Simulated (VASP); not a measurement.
# Fe (Fm-3m) in VASP: single point with r2SCAN

Aim: the single point of Fe with r2SCAN.

Everything below comes from runs of VASP 6.6.1. Logs are shortened: lines on timing, memory, paths and dates and some standing lists are left out, and cuts for length are marked.

## 1. The cell of the first run

The structure is cubic, space group Fm-3m (No. 225). The conventional cell has a = 3.569 Å, b = 3.569 Å, c = 3.569 Å, α = 90.00°, β = 90.00°, γ = 90.00°. Fe (site symmetry m-3m) has 12 Fe at 2.52 Å within 3.3 Å.

This isn't the form of Fe at room conditions, which is bcc.

## 2. Single point, r2SCAN, collinear spin

Input file POSCAR:

```
Fe
1.0
    0.0000000000      1.7845000000      1.7845000000
    3.5690000000      0.0000000000      3.5690000000
    1.7845000000      1.7845000000      0.0000000000
Fe
2
Direct
    0.0000000000      0.0000000000      0.0000000000
    0.0000000000      0.5000000000      0.0000000000
```

Input file INCAR.step1:

```
PREC     = Accurate       # precision mode
ENCUT    = 520            # plane-wave cutoff, eV
ISMEAR   = -1             # smearing method
SIGMA    = 0.1            # smearing width, eV
LREAL    = F              # projectors in reciprocal space
LASPH    = T              # aspherical terms in the spheres
NELM     = 150            # most SCF steps
ISPIN    = 2              # spin polarisation
MAGMOM   = 4 0            # initial moments
LMAXMIX  = 4              # l up to which the mixer works
NBANDS   = 19             # bands
GGA      = PE             # functional
ALGO     = Normal         # electronic algorithm
EDIFF    = 1E-4           # SCF threshold, eV
LWAVE    = T              # write WAVECAR
LCHARG   = F              # write CHGCAR
```

Input file INCAR.step2:

```
PREC     = Accurate       # precision mode
ENCUT    = 520            # plane-wave cutoff, eV
EDIFF    = 1E-6           # SCF threshold, eV
ISMEAR   = -1             # smearing method
SIGMA    = 0.1            # smearing width, eV
LREAL    = F              # projectors in reciprocal space
LASPH    = T              # aspherical terms in the spheres
NELM     = 150            # most SCF steps
ALGO     = Normal         # electronic algorithm
ISIF     = 2              # what is computed and relaxed
LWAVE    = F              # write WAVECAR
LCHARG   = T              # write CHGCAR
ISPIN    = 2              # spin polarisation
MAGMOM   = 4 0            # initial moments
LORBIT   = 11             # projections on sites
LMAXMIX  = 4              # l up to which the mixer works
METAGGA  = R2SCAN         # meta-GGA
LMIXTAU  = T            
LELF     = T              # ELF
LVHAR    = T            
NBANDS   = 19             # bands
ISTART   = 1
```

Input file KPOINTS:

```
regular mesh
0
Gamma
  12 6 12
```

Potentials or basis: VASP PAW PBE potentials, release 64 (Fe).

On the command line:

```
cat potpaw_PBE.64/Fe/POTCAR > POTCAR
cp INCAR.step1 INCAR
mpirun -np 1 vasp_std > vasp.out
cp INCAR.step2 INCAR
mpirun -np 1 vasp_std > vasp.out
```

OUTCAR:

```text
PREC = Accurate
   ENCUT = 520
   EDIFF = 1E-6
   ISMEAR = -1
   LREAL = F
   LASPH = T
   NELM = 150
   ISIF = 2
   ISPIN = 2
   LORBIT = 11
   METAGGA = R2SCAN
   ISTART = 1

 ion  position               nearest neighbor table
   1  0.000  0.000  0.000-   2 2.52   2 2.52   2 2.52   2 2.52   2 2.52   2 2.52
   2  0.000  0.500  0.000-   1 2.52   1 2.52   1 2.52   1 2.52   1 2.52   1 2.52

  LATTYP: Found a trigonal (rhomboedric) cell.
 ALAT       =     4.3711144460
 COS(alpha) =     0.8333333333

  Lattice vectors:

 A1 = (   1.7845000000,  -3.5690000000,   1.7845000000)
 A2 = (   3.5690000000,  -1.7845000000,   1.7845000000)
 A3 = (   1.7845000000,  -1.7845000000,   3.5690000000)

Analysis of symmetry for initial positions (statically):
=====================================================================
 Subroutine PRICEL returns following result:

  LATTYP: Found a face centered cubic cell.
 ALAT       =     3.5690000000

  Lattice vectors:

 A1 = (   0.0000000000,   1.7845000000,   1.7845000000)
 A2 = (   1.7845000000,   0.0000000000,   1.7845000000)
 A3 = (   1.7845000000,   1.7845000000,   0.0000000000)

   2 primitive cells build up your supercell.

 Routine SETGRP: Setting up the symmetry group for a
 trigonal (rhombohedral) supercell.

 Subroutine GETGRP returns: Found 12 space group operations
 (whereof 12 operations were pure point group operations)
 out of a pool of 12 trial point group operations.

The static configuration has the point symmetry D_3d.

Analysis of symmetry for dynamics (positions and initial velocities):
=====================================================================
 Subroutine PRICEL returns following result:

  LATTYP: Found a face centered cubic cell.
 ALAT       =     3.5690000000

  Lattice vectors:

 A1 = (   0.0000000000,   1.7845000000,   1.7845000000)
 A2 = (   1.7845000000,   0.0000000000,   1.7845000000)
 A3 = (   1.7845000000,   1.7845000000,   0.0000000000)

   2 primitive cells build up your supercell.

 Routine SETGRP: Setting up the symmetry group for a
 trigonal (rhombohedral) supercell.

 Subroutine GETGRP returns: Found 12 space group operations
 (whereof 12 operations were pure point group operations)
 out of a pool of 12 trial point group operations.

The dynamic configuration has the point symmetry D_3d.

Analysis of structural, dynamic, and magnetic symmetry:
=====================================================================
 Subroutine PRICEL returns:
 Original cell was already a primitive cell.

 Routine SETGRP: Setting up the symmetry group for a
 trigonal (rhombohedral) supercell.

 Subroutine GETGRP returns: Found 12 space group operations
 (whereof 12 operations were pure point group operations)
 out of a pool of 12 trial point group operations.

The overall configuration has the point symmetry D_3d.

 Subroutine INISYM returns: Found 12 space group operations
 (whereof 12 operations are pure point group operations),
 and found     1 'primitive' translations

----------------------------------------------------------------------------------------

                                     Primitive cell

  volume of cell :      22.7305

  direct lattice vectors                    reciprocal lattice vectors
     0.000000000  1.784500000  1.784500000    -0.280190530  0.280190530  0.280190530
     3.569000000  0.000000000  3.569000000     0.140095265 -0.140095265  0.140095265
     1.784500000  1.784500000  0.000000000     0.280190530  0.280190530 -0.280190530

  length of vectors
     2.523664102  5.047328204  2.523664102     0.485304233  0.242652116  0.485304233

  position of ions in fractional coordinates (direct lattice)
     0.000000000  0.000000000  0.000000000
     0.000000000  0.500000000  0.000000000

  ion indices of the primitive-cell ions
   primitive index   ion index
                 1           1
                 2           2
[... 34 lines left out ...]
|        The reciprocal lattice is rhombohedral (trigonal),                   |
|        whereas your k-lattice is body-centered cubic.                       |
|                                                                             |
|     Results are often still useful ...                                      |
|                                                                             |
 -----------------------------------------------------------------------------

 Subroutine IBZKPT returns following result:
 ===========================================

 Found     98 irreducible k-points:

 Following reciprocal coordinates:
            Coordinates               Weight
  0.000000  0.000000  0.000000      1.000000
  0.083333  0.000000  0.000000      6.000000
  0.166667  0.000000  0.000000      6.000000
  0.250000  0.000000  0.000000      6.000000
  0.333333  0.000000  0.000000      6.000000
  0.416667  0.000000  0.000000      6.000000
[... 16 lines left out ...]
  0.250000  0.333333  0.000000      6.000000
  0.333333  0.333333  0.000000      6.000000
 [... further k-points ...]
   k-points           NKPTS =     98   k-points in BZ     NKDIM =     98   number of bands    NBANDS=     19
   number of dos      NEDOS =    301   number of ions     NIONS =      2
   total plane-waves  NPLWV =  16000
   dimension x,y,z NGX =    20 NGY =   40 NGZ =   20
   dimension x,y,z NGXF=    40 NGYF=   80 NGZF=   40
   ions per type =               2
   NGX,Y,Z   is equivalent  to a cutoff of  13.17, 13.17, 13.17 a.u.
   NGXF,Y,Z  is equivalent  to a cutoff of  26.35, 26.35, 26.35 a.u.
 SYSTEM =  unknown system
   PREC   = accura    normal or accurate (medium, high low for compatibility)
   ISTART =      1    job   : 0-new  1-cont  2-samecut
   ICHARG =      0    charge: 1-file 2-atom 10-const
   ISPIN  =      2    spin polarized calculation?
   LNONCOLLINEAR =      F non collinear calculations
   LSORBIT =      F    spin-orbit coupling
   LASPH  =      T    aspherical Exc in radial PAW
   ENCUT  =  520.0 eV  38.22 Ry    6.18 a.u.   4.69  9.38  4.69*2*pi/ulx,y,z
   NELM   =    150;   NELMIN=  2; NELMDL=  0     # of ELM steps
   EDIFF  = 0.1E-05   stopping-criterion for ELM
   LREAL  =      F    real-space projection
   EDIFFG = 0.1E-04   stopping-criterion for IOM
   NSW    =      0    number of steps for IOM
   IBRION =     -1    ionic relax: 0-MD 1-quasi-New 2-CG
   NFREE  =      0    steps in history (QN), initial steepest desc. (CG)
   ISIF   =      2    stress and relaxation
   ISYM   =      2    0-nonsym 1-usesym 2-fastsym
   POTIM  = 0.5000    time-step for ionic-motion
   TEBEG  =    0.0;   TEEND  =   0.0 temperature during run
   PSTRESS=    0.0 pullay stress
   NELECT =      16.0000    total number of electrons
   NUPDOWN=      -1.0000    fix difference up-down
   EMIN   =  10.00;   EMAX   =-10.00  energy-range for DOS
   EFERMI =   0.00;   METHOD = LEGACY
   ISMEAR =    -1;   SIGMA  =   0.10  broadening in eV -4-tet -1-fermi 0-gaus
   EFERMI_NEDOS =   21; number of points for ismear=-14 and -15
   IALGO  =     38    algorithm
   IMIX   =      4    mixing-type and parameters
     AMIX     =   0.40;   BMIX     =  1.00
     AMIX_MAG =   1.60;   BMIX_MAG =  1.00
  volume/ion in A,a.u.               =      11.37        76.70
  Fermi-wavevector in a.u.,A,eV,Ry     =   1.456280  2.751971 28.854583  2.120752
  Thomas-Fermi vector in A             =   2.573217
   LORBIT       =     11    0 simple, 1 ext, 2 COOP (PROOUT), +10 PAW based schemes
   METAGGA = R2SCAN    functional components
   LHFCALC =     F    Hartree Fock is set to
   AEXX    =    0.0000 exact exchange contribution
   IVDW    =     0    specifies the selected vdW correction
   LEPSILON=     F    determine dielectric tensor
   LRPA    =     F    only Hartree local field effects (RPA)
 spin polarized calculation
  energy-cutoff  :      520.00
  volume of cell :       22.73
 maximum number of plane-waves:       633
   NGX =  9   NGY = 19   NGZ =  9

 number of electron      15.9999992 magnetization       2.4844251

 Free energy of the ion-electron system (eV)
  ---------------------------------------------------
  ext. energy  EPLUGINS =         0.00000000
  ---------------------------------------------------
  free energy    TOTEN  =       -27.67861502 eV

  energy without entropy =      -27.58791789  energy(sigma->0) =      -27.63326646

 E-fermi :   5.9748     XC(G=0): -14.2711

 val. band max:        5.9742656631   @ k =   0.3333   0.1667   0.1667
 cond. band min:       5.9829203815   @ k =  -0.2500   0.0000   0.0833
 fundamental gap:      0.0086547184
 Fermi energy:         5.9747660848

 spin component 1

 k-point     1 :       0.0000    0.0000    0.0000
  band No.  band energies     occupation
      1      -3.0902      1.00000
      2       0.4407      1.00000
      3       2.5210      1.00000
      4       2.5210      1.00000
      5       3.3019      1.00000
      6       3.3020      1.00000
[... 517 lines left out ...]
     18      26.8979      0.00000
     19      28.3745      0.00000

 [... further k-points ...]

 spin component 2

 k-point     1 :       0.0000    0.0000    0.0000
  band No.  band energies     occupation
      1      -3.2548      1.00000
      2       1.6548      1.00000
      3       4.4252      1.00000
      4       4.4252      1.00000
      5       5.1188      0.99981
      6       5.1189      0.99981
[... 517 lines left out ...]
     18      27.3970      0.00000
     19      28.7859      0.00000

 [... further k-points ...]

------------------------ aborting loop because EDIFF is reached ----------------------------------------

  FORCE on cell =-STRESS in cart. coord.  units (eV):
  Direction    XX          YY          ZZ          XY          YZ          ZX
  --------------------------------------------------------------------------------------
  -------------------------------------------------------------------------------------
  Total       -0.7050226     -0.7050226     -0.7050226     -0.2893587     -0.2893587      0.2893587
  in kB      -49.6939992    -49.6939992    -49.6939992    -20.3956454    -20.3956454     20.3956454
  external PRESSURE =     -49.6939992 kB  Pullay stress =       0.0000000 kB

 VOLUME and BASIS-vectors are now :
 -----------------------------------------------------------------------------
  energy-cutoff  :      520.00
  volume of cell :       22.73
      direct lattice vectors                 reciprocal lattice vectors
     0.000000000  1.784500000  1.784500000    -0.280190530  0.280190530  0.280190530
     3.569000000  0.000000000  3.569000000     0.140095265 -0.140095265  0.140095265
     1.784500000  1.784500000  0.000000000     0.280190530  0.280190530 -0.280190530

 POSITION                                       TOTAL-FORCE (eV/Angst)
 -----------------------------------------------------------------------------------
      0.00000      0.00000      0.00000         0.000000      0.000000     -0.000000
      1.78450      0.00000      1.78450        -0.000000     -0.000000      0.000000
 -----------------------------------------------------------------------------------
    total drift:                               -0.000000     -0.000000     -0.000000

  FREE ENERGIE OF THE ION-ELECTRON SYSTEM (eV)
  ---------------------------------------------------
  free  energy   TOTEN  =       -27.6786150228 eV

  energy  without entropy=      -27.5879178906  energy(sigma->0) =      -27.63326646

 total charge

# of ion       s       p       d       tot
------------------------------------------
    1        0.504   0.593   6.130   7.227
    2        0.503   0.564   6.251   7.319
--------------------------------------------------
tot          1.007   1.157  12.382  14.546

 magnetization (x)

# of ion       s       p       d       tot
------------------------------------------
    1        0.009  -0.016   2.834   2.828
    2       -0.015  -0.041  -0.269  -0.325
--------------------------------------------------
tot         -0.005  -0.057   2.565   2.503
```

Wall time 23 min (1 thread of AMD EPYC, shared host); peak memory 0.17 GiB.

Results:

| Item | Value |
| --- | --- |
| Free energy | -27.6786 eV |
| Pressure | -5.0 GPa |
| Net moment | 2.48 μB per cell |
| Site moments | Fe +2.83, -0.33 μB |
| Valence electrons inside the program's atomic spheres | Fe 7.23, 7.32 |

Stress tensor (GPa, compression positive):
```
-4.97 -2.04  2.04
-2.04 -4.97 -2.04
 2.04 -2.04 -4.97
```

Levels at points of the mesh, in eV from the Fermi level:
Spin up:
| k point | band 6 | band 7 | band 8 | band 9 | band 10 | band 11 | band 12 | band 13 |
| --- | --- | --- | --- | --- | --- | --- | --- | --- |
| (0.00, 0.00, 0.00) | -2.67 | -2.60 | -1.09 | -1.09 | -0.28 | 1.14 | 1.14 | 6.76 |
| (0.50, 0.00, 0.00) | -1.43 | -0.28 | -0.20 | 0.08 | 0.47 | 1.29 | 2.65 | 7.01 |
| (0.00, 0.50, 0.00) | -2.41 | -2.40 | -2.40 | -1.31 | -1.31 | 0.87 | 0.87 | 15.02 |
| (0.50, 0.50, 0.00) | -2.58 | -1.78 | -1.41 | 0.13 | 1.07 | 2.32 | 3.15 | 9.03 |
Spin down:
```csv
k point,band 3,band 4,band 5,band 6,band 7,band 8,band 9,band 10,band 11,band 12
"(0.00, 0.00, 0.00)",-1.55,-1.55,-0.86,-0.86,-0.71,-0.43,0.75,0.75,2.23,2.23
"(0.50, 0.00, 0.00)",-3.47,-1.54,-0.64,-0.44,1.03,1.77,1.96,2.01,2.60,2.79
"(0.00, 0.50, 0.00)",-1.80,-1.35,-1.35,-1.03,-0.43,-0.43,0.23,0.23,1.97,1.97
"(0.50, 0.50, 0.00)",-3.12,-2.13,-1.53,-1.10,-0.51,1.03,1.27,2.78,3.53,4.47
```

Caveat: the cell stands under tension; the PAW data sets were made with another functional, which shifts forces and pressure a little.
